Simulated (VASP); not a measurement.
# PbSe (F-43m) in VASP: further runs

The runs below take PbSe through single point, with PBE, LDA.

Program: VASP 6.6.1. These are calculated values, not measurements. Logs are shortened: lines on timing, memory, paths and dates and some standing lists are left out, and cuts for length are marked.

## (1) The cell of the first run

The structure is cubic, space group F-43m (No. 216). Conventional cell: a = 6.846 Å, b = 6.846 Å, c = 6.846 Å, α = 90.00°, β = 90.00°, γ = 90.00°. Within 3.9 Å of Pb (site symmetry -43m) lie 4 Se at 2.96 Å. Se (site symmetry -43m) has 4 Pb at 2.96 Å within 3.9 Å.

## (2) Single point, PBE

The input, INCAR:

```
SYSTEM = PbSe
  PREC = Accurate
  ENCUT = 520
  EDIFF = 1E-6
  ISMEAR = 0
  SIGMA = 0.01
  LREAL = .FALSE.
  LASPH = .TRUE.
  NELM = 100
  ALGO = Normal
  ISIF = 2
  LWAVE = .FALSE.
  LCHARG = .FALSE.
  GGA = PE
  NBANDS = 17
```

The input, KPOINTS:

```
Automatic mesh
0
G
  4 4 4
  0 0 0
```

The input, POSCAR:

```
PbSe
1.0
    0.0000000000      3.4232041364      3.4232041364
    3.4232041364      0.0000000000      3.4232041364
    3.4232041364      3.4232041364      0.0000000000
Pb Se
1 1
Direct
    0.0000000000      0.0000000000      0.0000000000
    0.2500000000      0.2500000000      0.2500000000
```

Potentials or basis: VASP PAW PBE potentials, release 64 (Pb_d, Se).

Run with:

```bash
cat potpaw_PBE.64/Pb_d/POTCAR potpaw_PBE.64/Se/POTCAR > POTCAR
mpirun -np 1 vasp_std > vasp.out
```

OUTCAR:

```text
SYSTEM = PbSe
   PREC = Accurate
   ENCUT = 520
   EDIFF = 1E-6
   ISMEAR = 0
   LREAL = .FALSE.
   LASPH = .TRUE.
   NELM = 100
   ISIF = 2
   GGA = PE

 ion  position               nearest neighbor table
   1  0.000  0.000  0.000-   2 2.96   2 2.96   2 2.96   2 2.96
   2  0.250  0.250  0.250-   1 2.96   1 2.96   1 2.96   1 2.96

  LATTYP: Found a face centered cubic cell.
 ALAT       =     6.8464082728

  Lattice vectors:

 A1 = (   0.0000000000,   3.4232041364,   3.4232041364)
 A2 = (   3.4232041364,   0.0000000000,   3.4232041364)
 A3 = (   3.4232041364,   3.4232041364,   0.0000000000)

Analysis of symmetry for initial positions (statically):
=====================================================================
 Subroutine PRICEL returns:
 Original cell was already a primitive cell.

 Routine SETGRP: Setting up the symmetry group for a
 face centered cubic supercell.

 Subroutine GETGRP returns: Found 24 space group operations
 (whereof 24 operations were pure point group operations)
 out of a pool of 48 trial point group operations.

The static configuration has the point symmetry T_d .

Analysis of symmetry for dynamics (positions and initial velocities):
=====================================================================
 Subroutine PRICEL returns:
 Original cell was already a primitive cell.

 Routine SETGRP: Setting up the symmetry group for a
 face centered cubic supercell.

 Subroutine GETGRP returns: Found 24 space group operations
 (whereof 24 operations were pure point group operations)
 out of a pool of 48 trial point group operations.

The dynamic configuration has the point symmetry T_d .

 Subroutine INISYM returns: Found 24 space group operations
 (whereof 24 operations are pure point group operations),
 and found     1 'primitive' translations

----------------------------------------------------------------------------------------

                                     Primitive cell

  volume of cell :      80.2284

  direct lattice vectors                    reciprocal lattice vectors
     0.000000000  3.423204136  3.423204136    -0.146061988  0.146061988  0.146061988
     3.423204136  0.000000000  3.423204136     0.146061988 -0.146061988  0.146061988
     3.423204136  3.423204136  0.000000000     0.146061988  0.146061988 -0.146061988

  length of vectors
     4.841141716  4.841141716  4.841141716     0.252986784  0.252986784  0.252986784

  position of ions in fractional coordinates (direct lattice)
     0.000000000  0.000000000  0.000000000
     0.250000000  0.250000000  0.250000000

  ion indices of the primitive-cell ions
   primitive index   ion index
                 1           1
                 2           2

----------------------------------------------------------------------------------------

 KPOINTS: Automatic mesh

Automatic generation of k-mesh.
 Grid dimensions read from file:
 generate k-points for:    4    4    4

 Generating k-lattice:

  Cartesian coordinates                     Fractional coordinates (reciprocal lattice)
    -0.036515497  0.036515497  0.036515497     0.250000000  0.000000000  0.000000000
     0.036515497 -0.036515497  0.036515497     0.000000000  0.250000000  0.000000000
     0.036515497  0.036515497 -0.036515497     0.000000000  0.000000000  0.250000000

  Length of vectors
     0.063246696  0.063246696  0.063246696

  Shift w.r.t. Gamma in fractional coordinates (k-lattice)
     0.000000000  0.000000000  0.000000000

 Subroutine IBZKPT returns following result:
 ===========================================

 Found      8 irreducible k-points:

 Following reciprocal coordinates:
            Coordinates               Weight
  0.000000  0.000000  0.000000      1.000000
  0.250000  0.000000  0.000000      8.000000
  0.500000  0.000000  0.000000      4.000000
  0.250000  0.250000  0.000000      6.000000
  0.500000  0.250000  0.000000     24.000000
 -0.250000  0.250000  0.000000     12.000000
  0.500000  0.500000  0.000000      3.000000
 -0.250000  0.500000  0.250000      6.000000
   k-points           NKPTS =      8   k-points in BZ     NKDIM =      8   number of bands    NBANDS=     17
   number of dos      NEDOS =    301   number of ions     NIONS =      2
   total plane-waves  NPLWV =  46656
   dimension x,y,z NGX =    36 NGY =   36 NGZ =   36
   dimension x,y,z NGXF=    72 NGYF=   72 NGZF=   72
   ions per type =               1   1
   NGX,Y,Z   is equivalent  to a cutoff of  12.36, 12.36, 12.36 a.u.
   NGXF,Y,Z  is equivalent  to a cutoff of  24.72, 24.72, 24.72 a.u.
 SYSTEM =  PbSe
   PREC   = accura    normal or accurate (medium, high low for compatibility)
   ISTART =      0    job   : 0-new  1-cont  2-samecut
   ICHARG =      2    charge: 1-file 2-atom 10-const
   ISPIN  =      1    spin polarized calculation?
   LNONCOLLINEAR =      F non collinear calculations
   LSORBIT =      F    spin-orbit coupling
   LASPH  =      T    aspherical Exc in radial PAW
   ENCUT  =  520.0 eV  38.22 Ry    6.18 a.u.   9.00  9.00  9.00*2*pi/ulx,y,z
   NELM   =    100;   NELMIN=  2; NELMDL= -5     # of ELM steps
   EDIFF  = 0.1E-05   stopping-criterion for ELM
   LREAL  =      F    real-space projection
   EDIFFG = 0.1E-04   stopping-criterion for IOM
   NSW    =      0    number of steps for IOM
   IBRION =     -1    ionic relax: 0-MD 1-quasi-New 2-CG
   NFREE  =      0    steps in history (QN), initial steepest desc. (CG)
   ISIF   =      2    stress and relaxation
   ISYM   =      2    0-nonsym 1-usesym 2-fastsym
   POTIM  = 0.5000    time-step for ionic-motion
   TEBEG  =    0.0;   TEEND  =   0.0 temperature during run
   PSTRESS=    0.0 pullay stress
   NELECT =      20.0000    total number of electrons
   NUPDOWN=      -1.0000    fix difference up-down
   EMIN   =  10.00;   EMAX   =-10.00  energy-range for DOS
   EFERMI =   0.00;   METHOD = LEGACY
   ISMEAR =     0;   SIGMA  =   0.01  broadening in eV -4-tet -1-fermi 0-gaus
   EFERMI_NEDOS =   21; number of points for ismear=-14 and -15
   IALGO  =     38    algorithm
   IMIX   =      4    mixing-type and parameters
     AMIX     =   0.40;   BMIX     =  1.00
     AMIX_MAG =   1.60;   BMIX_MAG =  1.00
  volume/ion in A,a.u.               =      40.11       270.70
  Fermi-wavevector in a.u.,A,eV,Ry     =   1.030328  1.947037 14.443606  1.061575
  Thomas-Fermi vector in A             =   2.164420
   LORBIT       =      0    0 simple, 1 ext, 2 COOP (PROOUT), +10 PAW based schemes
   GGA     = PE    functional components
   LHFCALC =     F    Hartree Fock is set to
   AEXX    =    0.0000 exact exchange contribution
   IVDW    =     0    specifies the selected vdW correction
   LEPSILON=     F    determine dielectric tensor
   LRPA    =     F    only Hartree local field effects (RPA)
 non-spin polarized calculation
 Gauss-broadening in eV      SIGMA  =   0.01
  energy-cutoff  :      520.00
  volume of cell :       80.23
 maximum number of plane-waves:      2200
   NGX = 17   NGY = 17   NGZ = 17

 number of electron      20.0000005 magnetization

 Free energy of the ion-electron system (eV)
  ---------------------------------------------------
  ext. energy  EPLUGINS =         0.00000000
  ---------------------------------------------------
  free energy    TOTEN  =        -7.84076528 eV

  energy without entropy =       -7.84076528  energy(sigma->0) =       -7.84076528

 E-fermi :   2.4038     XC(G=0):  -7.7365

 val. band max:        2.3533043033   @ k =  -0.2500   0.5000   0.2500
 cond. band min:       2.9746953639   @ k =   0.5000   0.5000   0.0000
 fundamental gap:      0.6213910605
 Fermi energy:         2.4037627210

 k-point     1 :       0.0000    0.0000    0.0000
  band No.  band energies     occupation
      1     -14.4578      2.00000
      2     -14.4578      2.00000
      3     -14.4578      2.00000
      4     -14.4270      2.00000
      5     -14.4270      2.00000
      6     -10.4496      2.00000
[... 9 lines left out ...]
     16      10.5612      0.00000
     17      11.3722      0.00000

 k-point     2 :       0.2500    0.0000    0.0000
  band No.  band energies     occupation
      1     -14.4709      2.00000
      2     -14.4535      2.00000
      3     -14.4535      2.00000
      4     -14.4264      2.00000
      5     -14.4264      2.00000
      6     -10.1822      2.00000
[... 9 lines left out ...]
     16       9.7465      0.00000
     17      10.8640      0.00000

 k-point     3 :       0.5000    0.0000    0.0000
  band No.  band energies     occupation
      1     -14.4837      2.00000
      2     -14.4503      2.00000
      3     -14.4503      2.00000
      4     -14.4246      2.00000
      5     -14.4246      2.00000
      6      -9.8557      2.00000
[... 9 lines left out ...]
     16      10.7122      0.00000
     17      10.7122      0.00000

 k-point     4 :       0.2500    0.2500    0.0000
  band No.  band energies     occupation
      1     -14.4805      2.00000
      2     -14.4484      2.00000
      3     -14.4484      2.00000
      4     -14.4300      2.00000
      5     -14.4240      2.00000
      6     -10.0882      2.00000
[... 9 lines left out ...]
     16      11.1029      0.00000
     17      12.8425      0.00000

 k-point     5 :       0.5000    0.2500    0.0000
  band No.  band energies     occupation
      1     -14.4911      2.00000
      2     -14.4460      2.00000
      3     -14.4441      2.00000
      4     -14.4293      2.00000
      5     -14.4232      2.00000
      6      -9.7474      2.00000
[... 9 lines left out ...]
     16      11.0847      0.00000
     17      11.7760      0.00000

 k-point     6 :      -0.2500    0.2500    0.0000
  band No.  band energies     occupation
      1     -14.4838      2.00000
      2     -14.4489      2.00000
      3     -14.4481      2.00000
      4     -14.4267      2.00000
      5     -14.4256      2.00000
      6      -9.8660      2.00000
[... 9 lines left out ...]
     16      10.5060      0.00000
     17      11.7642      0.00000

 k-point     7 :       0.5000    0.5000    0.0000
  band No.  band energies     occupation
      1     -14.5020      2.00000
      2     -14.4388      2.00000
      3     -14.4388      2.00000
      4     -14.4334      2.00000
      5     -14.4210      2.00000
      6      -9.6242      2.00000
[... 9 lines left out ...]
     16      12.0547      0.00000
     17      12.2444      0.00000

 k-point     8 :      -0.2500    0.5000    0.2500
  band No.  band energies     occupation
      1     -14.4945      2.00000
      2     -14.4469      2.00000
      3     -14.4395      2.00000
      4     -14.4295      2.00000
      5     -14.4240      2.00000
      6      -9.6195      2.00000
[... 9 lines left out ...]
     16      11.5865      0.00000
     17      11.6646      0.00000

------------------------ aborting loop because EDIFF is reached ----------------------------------------

  FORCE on cell =-STRESS in cart. coord.  units (eV):
  Direction    XX          YY          ZZ          XY          YZ          ZX
  --------------------------------------------------------------------------------------
  -------------------------------------------------------------------------------------
  Total        0.3417863      0.3417863      0.3417863      0.0000000     -0.0000000      0.0000000
  in kB        6.8255373      6.8255373      6.8255373      0.0000000     -0.0000000      0.0000000
  external PRESSURE =       6.8255373 kB  Pullay stress =       0.0000000 kB

 VOLUME and BASIS-vectors are now :
 -----------------------------------------------------------------------------
  energy-cutoff  :      520.00
  volume of cell :       80.23
      direct lattice vectors                 reciprocal lattice vectors
     0.000000000  3.423204136  3.423204136    -0.146061988  0.146061988  0.146061988
     3.423204136  0.000000000  3.423204136     0.146061988 -0.146061988  0.146061988
     3.423204136  3.423204136  0.000000000     0.146061988  0.146061988 -0.146061988

 POSITION                                       TOTAL-FORCE (eV/Angst)
 -----------------------------------------------------------------------------------
      0.00000      0.00000      0.00000         0.000000      0.000000      0.000000
      1.71160      1.71160      1.71160        -0.000000     -0.000000     -0.000000
 -----------------------------------------------------------------------------------
    total drift:                                0.000000      0.000000      0.000000

  FREE ENERGIE OF THE ION-ELECTRON SYSTEM (eV)
  ---------------------------------------------------
  free  energy   TOTEN  =        -7.8407652845 eV

  energy  without entropy=       -7.8407652845  energy(sigma->0) =       -7.84076528
```

Wall time 15 s (1 thread of AMD EPYC 7R43 (Zen 3), shared host); peak memory 0.17 GiB.

What came out:

| Property | Result |
| --- | --- |
| Free energy | -7.8408 eV |
| Pressure | 0.7 GPa |
| Band gap on the k mesh | 0.62 eV, indirect (least direct gap 1.15 eV) |

Levels at points of the mesh, in eV from the valence-band top:
| k point | band 7 | band 8 | band 9 | band 10 | band 11 | band 12 | band 13 | band 14 |
| --- | --- | --- | --- | --- | --- | --- | --- | --- |
| (0.00, 0.00, 0.00) | -6.40 | -1.64 | -1.64 | -1.64 | 2.10 | 2.10 | 2.10 | 4.70 |
| (0.50, 0.00, 0.00) | -7.89 | -2.17 | -2.17 | -2.02 | 2.86 | 2.86 | 3.64 | 6.52 |
| (0.50, 0.50, 0.00) | -8.25 | -2.86 | -2.86 | -0.53 | 0.62 | 4.85 | 4.85 | 5.92 |

Caveat: spin-orbit coupling is left out, which moves the levels of the heavy elements. A k mesh can miss the band edges.

## (3) Single point, LDA

The input, INCAR:

```
SYSTEM = PbSe
PREC = Accurate
ENCUT = 520
EDIFF = 1E-7
ISMEAR = 0
SIGMA = 0.01
LREAL = .False.
LASPH = .True.
NELM = 80
ALGO = Normal
ISIF = 2
LWAVE = .False.
LCHARG = .False.
NBANDS = 17
```

The input, KPOINTS:

```
regular mesh
0
Gamma
  4 4 4
  0 0 0
```

POSCAR is that of step 2.

Potentials or basis: VASP PAW LDA potentials, release 64 (Pb_d, Se).

Run with:

```bash
cat potpaw_LDA.64/Pb_d/POTCAR potpaw_LDA.64/Se/POTCAR > POTCAR
mpirun -np 1 vasp_std > vasp.out
```

Run time: 14 s. Hardware: 1 thread of AMD EPYC 7R43 (Zen 3), shared host; peak memory 0.14 GiB.

Results (log left out):

| Quantity | Value |
| --- | --- |
| Free energy | -8.8269 eV |
| Pressure | -2.0 GPa |
| Band gap on the k mesh | 0.46 eV, indirect (least direct gap 1.01 eV) |

Levels at points of the mesh, in eV from the valence-band top:
| k point | band 6 | band 7 | band 8 | band 9 | band 10 | band 11 | band 12 | band 13 | band 14 | band 15 |
| --- | --- | --- | --- | --- | --- | --- | --- | --- | --- | --- |
| (0.00, 0.00, 0.00) | -12.84 | -6.47 | -1.63 | -1.63 | -1.63 | 2.01 | 2.01 | 2.01 | 4.44 | 8.16 |
| (0.50, 0.00, 0.00) | -12.24 | -7.95 | -2.17 | -2.17 | -2.09 | 2.77 | 2.77 | 3.51 | 6.26 | 7.74 |
| (0.50, 0.50, 0.00) | -12.01 | -8.30 | -2.88 | -2.88 | -0.55 | 0.46 | 4.75 | 4.75 | 5.73 | 7.74 |

Caveat: spin-orbit coupling is left out, which moves the levels of the heavy elements.
